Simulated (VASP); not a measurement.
# Rb3Pt (Pm-3m) in VASP: settings compared, part 2 of 2

VASP 6.6.1.

## Step 3: Single point, PBE

Input file INCAR:

```
PREC = Accurate ; ENCUT = 500
EDIFF = 1E-6 ; ISMEAR = 1
SIGMA = 0.06802846561497 ; LREAL = F
LASPH = T ; NELM = 120
ALGO = Normal ; ISIF = 2
LWAVE = F ; LCHARG = T
GGA = PE ; LELF = T
LVHAR = T ; NBANDS = 26
GGA_COMPAT = F
```

Input file KPOINTS:

```
Automatic mesh
0
Gamma
  4 4 4
```

Input file POSCAR:

```
Rb3Pt
1.0
    5.4987900000      0.0000000000      0.0000000000
    0.0000000000      5.4987900000      0.0000000000
    0.0000000000      0.0000000000      5.4987900000
Rb Pt
3 1
Direct
    0.0000000000      0.0000000000      0.5000000000
    0.0000000000      0.5000000000      0.0000000000
    0.5000000000      0.0000000000      0.0000000000
    0.5000000000      0.5000000000      0.5000000000
```

Potentials or basis: VASP PAW PBE potentials, release 64 (Rb_sv, Pt).

Run with:

```bash
$ cat potpaw_PBE.64/Rb_sv/POTCAR potpaw_PBE.64/Pt/POTCAR > POTCAR
$ mpirun -np 1 vasp_std > vasp.out
```

OUTCAR:

```text
PREC = Accurate
   ENCUT = 500
   EDIFF = 1E-6
   ISMEAR = 1
   LREAL = F
   LASPH = T
   NELM = 120
   ISIF = 2
   GGA = PE

 ion  position               nearest neighbor table
   1  0.000  0.000  0.500-   2 3.89   3 3.89   4 3.89   2 3.89   3 3.89   2 3.89   4 3.89   2 3.89
                             3 3.89   4 3.89   3 3.89   4 3.89
   2  0.000  0.500  0.000-   1 3.89   3 3.89   4 3.89   1 3.89   4 3.89   1 3.89   3 3.89   1 3.89
                             3 3.89   4 3.89   4 3.89   3 3.89
   3  0.500  0.000  0.000-   1 3.89   2 3.89   4 3.89   1 3.89   4 3.89   2 3.89   4 3.89   4 3.89
                             1 3.89   2 3.89   1 3.89   2 3.89
   4  0.500  0.500  0.500-   1 3.89   2 3.89   3 3.89   2 3.89   3 3.89   1 3.89   3 3.89   3 3.89
                             1 3.89   2 3.89   2 3.89   1 3.89

  LATTYP: Found a simple cubic cell.
 ALAT       =     5.4987900000

  Lattice vectors:

 A1 = (   5.4987900000,   0.0000000000,   0.0000000000)
 A2 = (   0.0000000000,   5.4987900000,   0.0000000000)
 A3 = (   0.0000000000,   0.0000000000,   5.4987900000)

Analysis of symmetry for initial positions (statically):
=====================================================================
 Subroutine PRICEL returns:
 Original cell was already a primitive cell.

 Routine SETGRP: Setting up the symmetry group for a
 simple cubic supercell.

 Subroutine GETGRP returns: Found 48 space group operations
 (whereof 48 operations were pure point group operations)
 out of a pool of 48 trial point group operations.

The static configuration has the point symmetry O_h .

Analysis of symmetry for dynamics (positions and initial velocities):
=====================================================================
 Subroutine PRICEL returns:
 Original cell was already a primitive cell.

 Routine SETGRP: Setting up the symmetry group for a
 simple cubic supercell.

 Subroutine GETGRP returns: Found 48 space group operations
 (whereof 48 operations were pure point group operations)
 out of a pool of 48 trial point group operations.

[... 108 lines left out ...]
     AMIX     =   0.40;   BMIX     =  1.00
     AMIX_MAG =   1.60;   BMIX_MAG =  1.00
  volume/ion in A,a.u.               =      41.57       280.50
  Fermi-wavevector in a.u.,A,eV,Ry     =   0.992068  1.874737 13.390849  0.984200
  Thomas-Fermi vector in A             =   2.123854
   LORBIT       =      0    0 simple, 1 ext, 2 COOP (PROOUT), +10 PAW based schemes
   GGA     = PE    functional components
   LHFCALC =     F    Hartree Fock is set to
   AEXX    =    0.0000 exact exchange contribution
   IVDW    =     0    specifies the selected vdW correction
   LEPSILON=     F    determine dielectric tensor
   LRPA    =     F    only Hartree local field effects (RPA)
 non-spin polarized calculation
 Methfessel and Paxton  Order N= 1 SIGMA  =   0.07
  energy-cutoff  :      500.00
  volume of cell :      166.27
 maximum number of plane-waves:      4260
   NGX = 21   NGY = 21   NGZ = 21

 number of electron      36.9999997 magnetization

 Free energy of the ion-electron system (eV)
  ---------------------------------------------------
  ext. energy  EPLUGINS =         0.00000000
  ---------------------------------------------------
  free energy    TOTEN  =        -7.96447442 eV

  energy without entropy =       -7.96396312  energy(sigma->0) =       -7.96430398

 E-fermi :   1.8259     XC(G=0):  -7.7139

 val. band max:        1.7937688878   @ k =   0.2500   0.2500   0.0000
 cond. band min:       1.9180323465   @ k =   0.2500   0.2500   0.2500
 fundamental gap:      0.1242634588
 Fermi energy:         1.8259253701

 k-point     1 :       0.0000    0.0000    0.0000
  band No.  band energies     occupation
      1     -26.6313      2.00000
      2     -26.5194      2.00000
      3     -26.5194      2.00000
      4     -11.0608      2.00000
      5     -11.0608      2.00000
      6     -11.0608      2.00000
[... 279 lines left out ...]
     25       4.3533      0.00000
     26       6.6258      0.00000

------------------------ aborting loop because EDIFF is reached ----------------------------------------

  FORCE on cell =-STRESS in cart. coord.  units (eV):
  Direction    XX          YY          ZZ          XY          YZ          ZX
  --------------------------------------------------------------------------------------
  -------------------------------------------------------------------------------------
  Total       -0.1206403     -0.1206403     -0.1206403     -0.0000000     -0.0000000      0.0000000
  in kB       -1.1625233     -1.1625233     -1.1625233     -0.0000000     -0.0000000      0.0000000
  external PRESSURE =      -1.1625233 kB  Pullay stress =       0.0000000 kB

 VOLUME and BASIS-vectors are now :
 -----------------------------------------------------------------------------
  energy-cutoff  :      500.00
  volume of cell :      166.27
      direct lattice vectors                 reciprocal lattice vectors
     5.498790000  0.000000000  0.000000000     0.181858191  0.000000000  0.000000000
     0.000000000  5.498790000  0.000000000     0.000000000  0.181858191  0.000000000
     0.000000000  0.000000000  5.498790000     0.000000000  0.000000000  0.181858191

 POSITION                                       TOTAL-FORCE (eV/Angst)
 -----------------------------------------------------------------------------------
      0.00000      0.00000      2.74939         0.000000      0.000000      0.000000
      0.00000      2.74939      0.00000         0.000000      0.000000      0.000000
      2.74939      0.00000      0.00000         0.000000      0.000000      0.000000
      2.74939      2.74939      2.74939         0.000000      0.000000      0.000000
 -----------------------------------------------------------------------------------
    total drift:                               -0.000000      0.000000     -0.000000

  FREE ENERGIE OF THE ION-ELECTRON SYSTEM (eV)
  ---------------------------------------------------
  free  energy   TOTEN  =        -7.9644744167 eV

  energy  without entropy=       -7.9639631162  energy(sigma->0) =       -7.96430398
```

OSZICAR:

```text
N       E                     dE             d eps       ncg     rms          rms(c)
DAV:   1     0.220302396234E+03    0.22030E+03   -0.15645E+04   520   0.116E+03
DAV:   2     0.632084716222E+01   -0.21398E+03   -0.20667E+03   712   0.245E+02
DAV:   3    -0.845498221591E+01   -0.14776E+02   -0.14678E+02   736   0.601E+01
DAV:   4    -0.889366131715E+01   -0.43868E+00   -0.43726E+00   750   0.896E+00
DAV:   5    -0.890325149495E+01   -0.95902E-02   -0.95893E-02   706   0.124E+00    0.397E+00
DAV:   6    -0.811528879453E+01    0.78796E+00   -0.33635E+00   566   0.521E+00    0.421E+00
DAV:   7    -0.801307191835E+01    0.10222E+00   -0.55299E-01   674   0.263E+00    0.206E+00
DAV:   8    -0.796113030783E+01    0.51942E-01   -0.23200E-01   618   0.164E+00    0.772E-01
DAV:   9    -0.796394835941E+01   -0.28181E-02   -0.26467E-02   704   0.556E-01    0.311E-01
DAV:  10    -0.796442419807E+01   -0.47584E-03   -0.35179E-03   594   0.246E-01    0.442E-02
DAV:  11    -0.796446102683E+01   -0.36829E-04   -0.23984E-04   762   0.631E-02    0.205E-02
DAV:  12    -0.796447412698E+01   -0.13100E-04   -0.47325E-05   570   0.296E-02    0.617E-03
DAV:  13    -0.796447436668E+01   -0.23970E-06   -0.10898E-05   530   0.120E-02    0.402E-03
DAV:  14    -0.796447441675E+01   -0.50065E-07   -0.19631E-06   468   0.546E-03
   1 F= -.79644744E+01 E0= -.79643040E+01  d E =-.511301E-03
```

Run time: 46 s. Hardware: 1 thread of Intel Xeon Platinum 8259CL at 2.50GHz (Skylake/Cascade Lake), shared host; peak memory 0.25 GiB.

What came out:

| Property | Result |
| --- | --- |
| Free energy | -7.9645 eV |
| Pressure | -0.1 GPa |

Levels at points of the mesh, in eV from the Fermi level:
```tsv
k point	band 14	band 15	band 16	band 17	band 18	band 19	band 20	band 21	band 22	band 23
(0.00, 0.00, 0.00)	-1.24	-1.24	-1.05	-1.05	-1.05	-0.41	2.83	2.83	3.00	3.00
(0.50, 0.00, 0.00)	-1.08	-1.01	-0.93	-0.93	-0.86	-0.66	1.13	2.28	2.28	3.07
(0.50, 0.50, 0.00)	-1.12	-0.96	-0.94	-0.94	-0.82	0.58	0.58	1.17	2.09	3.18
(0.50, 0.50, 0.50)	-1.20	-1.20	-1.20	-0.85	-0.85	1.74	1.74	1.74	2.10	2.10
```

Caveat: spin-orbit coupling is left out, which moves the levels of the heavy elements.
